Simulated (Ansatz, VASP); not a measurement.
**One calculation of MgS, two programs**

The input INCAR:

```
PREC = Accurate ; ENCUT = 600
EDIFF = 1E-6 ; ISMEAR = 0
SIGMA = 0.02 ; LREAL = F
LASPH = T ; NELM = 120
ALGO = Normal ; ISIF = 2
LWAVE = F ; LCHARG = F
GGA = PE ; NBANDS = 46
GGA_COMPAT = F
```

File KPOINTS:

```
regular mesh
0
Gamma
  4 4 4
```

Contents of POSCAR:

```
MgS
1.0
    8.5608248997      0.0000000000      0.0000000000
    0.0000000000      8.5608248997      0.0000000000
    0.0000000000      0.0000000000      5.2526159250
Mg S
8 8
Direct
    0.6431925776      0.6432100275      0.0000000000
    0.8567899725      0.8568074224      0.5000000000
    0.3568074224      0.3567899725      0.0000000000
    0.1432100275      0.1431925776      0.5000000000
    0.6432100275      0.3568074224      0.5000000000
    0.8568074224      0.1432100275      0.0000000000
    0.3567899725      0.6431925776      0.5000000000
    0.1431925776      0.8567899725      0.0000000000
    0.1512140556      0.8485536356      0.5000000000
    0.3485536356      0.6512140556      0.0000000000
    0.8487859444      0.1514463644      0.5000000000
    0.6514463644      0.3487859444      0.0000000000
    0.1514463644      0.1512140556      0.0000000000
    0.3487859444      0.3485536356      0.5000000000
    0.8485536356      0.8487859444      0.0000000000
    0.6512140556      0.6514463644      0.5000000000
```

Input for Ansatz:

```yaml
crystal:
  lattice:
    - [8.5608248997, 0.0, 0.0]
    - [0.0, 8.5608248997, 0.0]
    - [0.0, 0.0, 5.252615925]
  atoms:
    - { symbol: Mg, position: [0.6431925776, 0.6432100275, 0.0] }
    - { symbol: Mg, position: [0.8567899725, 0.8568074224, 0.5] }
    - { symbol: Mg, position: [0.3568074224, 0.3567899725, 0.0] }
    - { symbol: Mg, position: [0.1432100275, 0.1431925776, 0.5] }
    - { symbol: Mg, position: [0.6432100275, 0.3568074224, 0.5] }
    - { symbol: Mg, position: [0.8568074224, 0.1432100275, 0.0] }
    - { symbol: Mg, position: [0.3567899725, 0.6431925776, 0.5] }
    - { symbol: Mg, position: [0.1431925776, 0.8567899725, 0.0] }
    - { symbol: S, position: [0.1512140556, 0.8485536356, 0.5] }
    - { symbol: S, position: [0.3485536356, 0.6512140556, 0.0] }
    - { symbol: S, position: [0.8487859444, 0.1514463644, 0.5] }
    - { symbol: S, position: [0.6514463644, 0.3487859444, 0.0] }
    - { symbol: S, position: [0.1514463644, 0.1512140556, 0.0] }
    - { symbol: S, position: [0.3487859444, 0.3485536356, 0.5] }
    - { symbol: S, position: [0.8485536356, 0.8487859444, 0.0] }
    - { symbol: S, position: [0.6512140556, 0.6514463644, 0.5] }
basis:
  ecutwfc: 420
kpoints:
  mp_grid: { grid: [4, 4, 4] }
  band_path:
    path:
      - [[0.0, 0.0, 0.0], [0.0, 0.5, 0.0], [0.5, 0.5, 0.0], [0.0, 0.0, 0.0], [0.0, 0.0, 0.5], [0.0, 0.5, 0.5], [0.5, 0.5, 0.5], [0.0, 0.0, 0.5]]
      - [[0.0, 0.5, 0.0], [0.0, 0.5, 0.5]]
      - [[0.5, 0.5, 0.0], [0.5, 0.5, 0.5]]
    npoints: 10
hamiltonian:
  xc: pbe
scf:
  occupations: { method: gaussian, width: 0.02 }
  n_extra_bands: 40
output:
  forces: true
  stress: true
  eigenvalues: true
  populations: true
  dos: { projected: true, de: 0.02, nscf_kmesh: { grid: [6, 6, 6] } }
  bader: false
  write_density: true
  write_potential: true
  elf: true
  volumetric_format: npy
```

Alike in both runs: task single point; functional PBE; k mesh 4 × 4 × 4; occupations gaussian, width 0.02 eV; no spin polarisation.

|  | VASP | Ansatz |
| --- | --- | --- |
| version | VASP 6.6.1 | Ansatz 0.2.0 |
| potentials or method | VASP PAW PBE potentials, release 64 (Mg, S), cutoff 600 eV | scalar-relativistic, plane waves, PAW |
| valence electrons in the cell | 64 | 128 |

|  | VASP | Ansatz | Ansatz less VASP |
| --- | --- | --- | --- |
| gap on the k mesh at the Fermi level (eV) | 2.94 | 2.94 | +0.007 |
| least direct gap on the mesh (eV) | 2.94 | 2.94 | +0.007 |
| pressure (GPa) | -0.1 | 0.0 | +0.16 |
| rms of the force components (eV/Å) | 0.004 | 0.002 | -0.0015 |

Atom by atom the forces differ by 0.003 eV/Å (rms over components). VASP's potentials hold 64 valence electrons a cell and Ansatz's 128, so a difference there can come from the potentials and not from the codes.
